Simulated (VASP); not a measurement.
# Ga2Sb2H10 in VASP: single point with PBE

Aim: the single point of Ga2Sb2H10 with PBE.

Everything below comes from runs of VASP 6.6.1. Logs are shortened: lines on timing, memory, paths and dates and some standing lists are left out, and cuts for length are marked.

### Step 1. The cell of the first run

The cell holds a cluster in a box, 14 atoms: a = 14.600 Å, b = 13.400 Å, c = 13.500 Å, α = 90.00°, β = 90.00°, γ = 90.00°.

### Step 2. Single point, PBE

The input, INCAR:

```
ALGO     = Normal         # electronic algorithm
EDIFF    = 1E-6           # SCF threshold, eV
ENCUT    = 520            # plane-wave cutoff, eV
GGA      = PE             # functional
ISIF     = 2              # what is computed and relaxed
ISMEAR   = 0              # smearing method
LASPH    = T              # aspherical terms in the spheres
LCHARG   = F              # write CHGCAR
LREAL    = F              # projectors in reciprocal space
LWAVE    = F              # write WAVECAR
NBANDS   = 36             # bands
NELM     = 100            # most SCF steps
PREC     = Accurate       # precision mode
SIGMA    = 0.05           # smearing width, eV
```

The input, KPOINTS:

```
k-points
0
Gamma
  1 1 1
```

The input, POSCAR:

```
GaSbH5
1.0
   14.6000000000      0.0000000000      0.0000000000
    0.0000000000     13.4000000000      0.0000000000
    0.0000000000      0.0000000000     13.5000000000
Ga Sb H
2 2 10
Direct
    0.4481199500      0.4695265366      0.3690406234
    0.6320829591      0.5111204615      0.6360855446
    0.5748026652      0.3865778734      0.4829467164
    0.3873419598      0.6150452192      0.5071288703
    0.4859910350      0.5447852066      0.2908974568
    0.3538380821      0.4153716839      0.3599993256
    0.5238319826      0.2755618825      0.5126479529
    0.6478815295      0.3369887068      0.3968690290
    0.5304005917      0.5519612866      0.6487941775
    0.6975961708      0.5798927988      0.5744856064
    0.6690265458      0.4386887130      0.7173565393
    0.4478444977      0.7174102479      0.5429658105
    0.3398206456      0.5869157420      0.6188923039
    0.2946387977      0.6800514978      0.4629485141
```

Potentials or basis: VASP PAW PBE potentials, release 64 (Ga_d, Sb, H).

Launch:

```bash
$ cat potpaw_PBE.64/Ga_d/POTCAR potpaw_PBE.64/Sb/POTCAR potpaw_PBE.64/H/POTCAR > POTCAR
$ mpirun -np 1 vasp_gam > vasp.out
```

OUTCAR:

```text
EDIFF = 1E-6
   ENCUT = 520
   GGA = PE
   ISIF = 2
   ISMEAR = 0
   LASPH = T
   LREAL = F
   NELM = 100
   PREC = Accurate

 ion  position               nearest neighbor table
   1  0.448  0.470  0.369-   5 1.56   6 1.56   3 2.65   4 2.84
   2  0.632  0.511  0.636-  11 1.56  10 1.57   9 1.59   3 2.79
   3  0.575  0.387  0.483-   7 1.71   8 1.71   1 2.65   2 2.79
   4  0.387  0.615  0.507-  12 1.70  13 1.70  14 1.72   1 2.84
   5  0.486  0.545  0.291-   1 1.56
   6  0.354  0.415  0.360-   1 1.56
   7  0.524  0.276  0.513-   3 1.71
   8  0.648  0.337  0.397-   3 1.71
   9  0.530  0.552  0.649-   2 1.59
  10  0.698  0.580  0.574-   2 1.57
  11  0.669  0.439  0.717-   2 1.56
  12  0.448  0.717  0.543-   4 1.70
  13  0.340  0.587  0.619-   4 1.70
  14  0.295  0.680  0.463-   4 1.72

  LATTYP: Found a simple orthorhombic cell.
 ALAT       =    13.4000000000
 B/A-ratio  =     1.0074626866
 C/A-ratio  =     1.0895522388

  Lattice vectors:

 A1 = (   0.0000000000,  13.4000000000,   0.0000000000)
 A2 = (   0.0000000000,   0.0000000000,  13.5000000000)
 A3 = (  14.6000000000,   0.0000000000,   0.0000000000)

Analysis of symmetry for initial positions (statically):
=====================================================================
 Subroutine PRICEL returns:
 Original cell was already a primitive cell.

 Routine SETGRP: Setting up the symmetry group for a
 simple orthorhombic supercell.

 Subroutine GETGRP returns: Found  1 space group operations
 (whereof  1 operations were pure point group operations)
 out of a pool of  8 trial point group operations.

The static configuration has the point symmetry C_1 .

Analysis of symmetry for dynamics (positions and initial velocities):
=====================================================================
 Subroutine PRICEL returns:
 Original cell was already a primitive cell.

 Routine SETGRP: Setting up the symmetry group for a
 simple orthorhombic supercell.

 Subroutine GETGRP returns: Found  1 space group operations
 (whereof  1 operations were pure point group operations)
 out of a pool of  8 trial point group operations.

The dynamic configuration has the point symmetry C_1 .

 Subroutine INISYM returns: Found  1 space group operations
 (whereof  1 operations are pure point group operations),
 and found     1 'primitive' translations

----------------------------------------------------------------------------------------

                                     Primitive cell

  volume of cell :    2641.1400

  direct lattice vectors                    reciprocal lattice vectors
    14.600000000  0.000000000  0.000000000     0.068493151  0.000000000  0.000000000
     0.000000000 13.400000000  0.000000000     0.000000000  0.074626866  0.000000000
     0.000000000  0.000000000 13.500000000     0.000000000  0.000000000  0.074074074

  length of vectors
    14.600000000 13.400000000 13.500000000     0.068493151  0.074626866  0.074074074

  position of ions in fractional coordinates (direct lattice)
     0.448119950  0.469526537  0.369040623
     0.632082959  0.511120461  0.636085545
     0.574802665  0.386577873  0.482946716
     0.387341960  0.615045219  0.507128870
     0.485991035  0.544785207  0.290897457
     0.353838082  0.415371684  0.359999326
     0.523831983  0.275561882  0.512647953
     0.647881529  0.336988707  0.396869029
     0.530400592  0.551961287  0.648794178
     0.697596171  0.579892799  0.574485606
     0.669026546  0.438688713  0.717356539
     0.447844498  0.717410248  0.542965811
     0.339820646  0.586915742  0.618892304
     0.294638798  0.680051498  0.462948514

  ion indices of the primitive-cell ions
   primitive index   ion index
                 1           1
                 2           2
                 3           3
                 4           4
                 5           5
                 6           6
                 7           7
                 8           8
                 9           9
                10          10
                11          11
                12          12
                13          13
                14          14

----------------------------------------------------------------------------------------

 KPOINTS: k-points

Automatic generation of k-mesh.
 Grid dimensions read from file:
 generate k-points for:    1    1    1

 Generating k-lattice:

  Cartesian coordinates                     Fractional coordinates (reciprocal lattice)
     0.068493151  0.000000000  0.000000000     1.000000000  0.000000000  0.000000000
     0.000000000  0.074626866  0.000000000     0.000000000  1.000000000  0.000000000
     0.000000000  0.000000000  0.074074074     0.000000000  0.000000000  1.000000000

  Length of vectors
     0.068493151  0.074626866  0.074074074

  Shift w.r.t. Gamma in fractional coordinates (k-lattice)
     0.000000000  0.000000000  0.000000000

 Subroutine IBZKPT returns following result:
 ===========================================

 Found      1 irreducible k-points:

 Following reciprocal coordinates:
            Coordinates               Weight
  0.000000  0.000000  0.000000      1.000000
   k-points           NKPTS =      1   k-points in BZ     NKDIM =      1   number of bands    NBANDS=     36
   number of dos      NEDOS =    301   number of ions     NIONS =     14
   total plane-waves  NPLWV = ******
   dimension x,y,z NGX =   112 NGY =  100 NGZ =  100
   dimension x,y,z NGXF=   224 NGYF=  200 NGZF=  200
   ions per type =               2   2  10
   NGX,Y,Z   is equivalent  to a cutoff of  12.75, 12.41, 12.31 a.u.
   NGXF,Y,Z  is equivalent  to a cutoff of  25.51, 24.81, 24.63 a.u.
 SYSTEM =  unknown system
   PREC   = accura    normal or accurate (medium, high low for compatibility)
   ISTART =      0    job   : 0-new  1-cont  2-samecut
   ICHARG =      2    charge: 1-file 2-atom 10-const
   ISPIN  =      1    spin polarized calculation?
   LNONCOLLINEAR =      F non collinear calculations
   LSORBIT =      F    spin-orbit coupling
   LASPH  =      T    aspherical Exc in radial PAW
   ENCUT  =  520.0 eV  38.22 Ry    6.18 a.u.  27.15 24.92 25.10*2*pi/ulx,y,z
   NELM   =    100;   NELMIN=  2; NELMDL= -5     # of ELM steps
   EDIFF  = 0.1E-05   stopping-criterion for ELM
   LREAL  =      F    real-space projection
   EDIFFG = 0.1E-04   stopping-criterion for IOM
   NSW    =      0    number of steps for IOM
   IBRION =     -1    ionic relax: 0-MD 1-quasi-New 2-CG
   NFREE  =      0    steps in history (QN), initial steepest desc. (CG)
   ISIF   =      2    stress and relaxation
   ISYM   =      2    0-nonsym 1-usesym 2-fastsym
   POTIM  = 0.5000    time-step for ionic-motion
   TEBEG  =    0.0;   TEEND  =   0.0 temperature during run
   PSTRESS=    0.0 pullay stress
   NELECT =      46.0000    total number of electrons
   NUPDOWN=      -1.0000    fix difference up-down
   EMIN   =  10.00;   EMAX   =-10.00  energy-range for DOS
   EFERMI =   0.00;   METHOD = LEGACY
   ISMEAR =     0;   SIGMA  =   0.05  broadening in eV -4-tet -1-fermi 0-gaus
   EFERMI_NEDOS =   21; number of points for ismear=-14 and -15
   IALGO  =     38    algorithm
   IMIX   =      4    mixing-type and parameters
     AMIX     =   0.40;   BMIX     =  1.00
     AMIX_MAG =   1.60;   BMIX_MAG =  1.00
  volume/ion in A,a.u.               =     188.65      1273.09
  Fermi-wavevector in a.u.,A,eV,Ry     =   0.424356  0.801916  2.450110  0.180078
  Thomas-Fermi vector in A             =   1.389054
   LORBIT       =      0    0 simple, 1 ext, 2 COOP (PROOUT), +10 PAW based schemes
   GGA     = PE    functional components
   LHFCALC =     F    Hartree Fock is set to
   AEXX    =    0.0000 exact exchange contribution
   IVDW    =     0    specifies the selected vdW correction
   LEPSILON=     F    determine dielectric tensor
   LRPA    =     F    only Hartree local field effects (RPA)
 non-spin polarized calculation
 Gauss-broadening in eV      SIGMA  =   0.05
  energy-cutoff  :      520.00
  volume of cell :     2641.14
 maximum number of plane-waves:     35509
 NGX is ok and might be reduce to   112
   NGX = 55   NGY = 49   NGZ = 51

 number of electron      46.0000019 magnetization

 Free energy of the ion-electron system (eV)
  ---------------------------------------------------
  ext. energy  EPLUGINS =         0.00000000
  ---------------------------------------------------
  free energy    TOTEN  =       -44.59384969 eV

  energy without entropy =      -44.59384969  energy(sigma->0) =      -44.59384969

 E-fermi :  -5.4543     XC(G=0):  -1.1017

 val. band max:       -5.7134703550   @ k =   0.0000   0.0000   0.0000
 cond. band min:      -1.6224911961   @ k =   0.0000   0.0000   0.0000
 fundamental gap:      4.0909791589
 Fermi energy:        -5.4542938107

 k-point     1 :       0.0000    0.0000    0.0000
  band No.  band energies     occupation
      1     -18.8562      2.00000
      2     -18.7647      2.00000
      3     -18.7171      2.00000
      4     -18.6661      2.00000
      5     -18.6549      2.00000
      6     -17.9253      2.00000
[... 27 lines left out ...]
     34       0.6130      0.00000
     35       0.6367      0.00000
 [bands above 35 left out]

------------------------ aborting loop because EDIFF is reached ----------------------------------------

  FORCE on cell =-STRESS in cart. coord.  units (eV):
  Direction    XX          YY          ZZ          XY          YZ          ZX
  --------------------------------------------------------------------------------------
  -------------------------------------------------------------------------------------
  Total        0.1042657      0.1778153      0.1184362      0.0341050      0.0058806     -0.0582672
  in kB        0.0632500      0.1078670      0.0718462      0.0206889      0.0035673     -0.0353463
  external PRESSURE =       0.0809877 kB  Pullay stress =       0.0000000 kB

 VOLUME and BASIS-vectors are now :
 -----------------------------------------------------------------------------
  energy-cutoff  :      520.00
  volume of cell :     2641.14
      direct lattice vectors                 reciprocal lattice vectors
    14.600000000  0.000000000  0.000000000     0.068493151  0.000000000  0.000000000
     0.000000000 13.400000000  0.000000000     0.000000000  0.074626866  0.000000000
     0.000000000  0.000000000 13.500000000     0.000000000  0.000000000  0.074074074

 POSITION                                       TOTAL-FORCE (eV/Angst)
 -----------------------------------------------------------------------------------
      6.54255      6.29166      4.98205        -0.021759      0.019675     -0.010815
      9.22841      6.84901      8.58715         0.007536     -0.004099      0.004277
      8.39212      5.18014      6.51978        -0.010320      0.122900      0.050721
      5.65519      8.24161      6.84624         0.082669     -0.135682     -0.110792
      7.09547      7.30012      3.92712        -0.005969     -0.008011      0.006372
      5.16604      5.56598      4.85999         0.013465     -0.000387      0.002253
      7.64795      3.69253      6.92075        -0.039359     -0.094424      0.024921
      9.45907      4.51565      5.35773         0.060217     -0.032695     -0.066416
      7.74385      7.39628      8.75872         0.004812      0.000744      0.000796
     10.18490      7.77056      7.75556        -0.009050     -0.009612      0.010168
      9.76779      5.87843      9.68431        -0.010316      0.012940     -0.016181
      6.53853      9.61330      7.33004         0.056947      0.084857      0.037565
      4.96138      7.86467      8.35505        -0.043994     -0.011396      0.096242
      4.30173      9.11269      6.24980        -0.084880      0.055188     -0.029111
 -----------------------------------------------------------------------------------
    total drift:                                0.000670      0.000198     -0.000219

  FREE ENERGIE OF THE ION-ELECTRON SYSTEM (eV)
  ---------------------------------------------------
  free  energy   TOTEN  =       -44.5938496885 eV

  energy  without entropy=      -44.5938496885  energy(sigma->0) =      -44.59384969
```

Wall time 5.3 min (1 thread of Intel Xeon Platinum 8259CL at 2.50GHz (Skylake/Cascade Lake), shared host); peak memory 1.6 GiB.

Results:

```yaml
Free_energy: -44.5938 eV
Largest_force: 0.194 eV/Å
Gap_between_the_frontier_levels: 4.09 eV
```

Forces on the atoms (eV/Å):
```
Ga  -0.022  0.020 -0.011
Ga   0.008 -0.004  0.004
Sb  -0.010  0.123  0.051
Sb   0.083 -0.136 -0.111
H   -0.006 -0.008  0.006
H    0.013  0.000  0.002
H   -0.039 -0.094  0.025
H    0.060 -0.033 -0.066
H    0.005  0.001  0.001
H   -0.009 -0.010  0.010
H   -0.010  0.013 -0.016
H    0.057  0.085  0.038
H   -0.044 -0.011  0.096
H   -0.085  0.055 -0.029
```

Levels at points of the mesh, in eV from the valence-band top:
```csv
k point,band 19,band 20,band 21,band 22,band 23,band 24,band 25,band 26,band 27,band 28
"(0.00, 0.00, 0.00)",-1.38,-1.14,-0.57,-0.54,0.00,4.09,4.46,4.60,4.87,4.98
```

Caveat: spin-orbit coupling is left out, which moves the levels of the heavy elements.
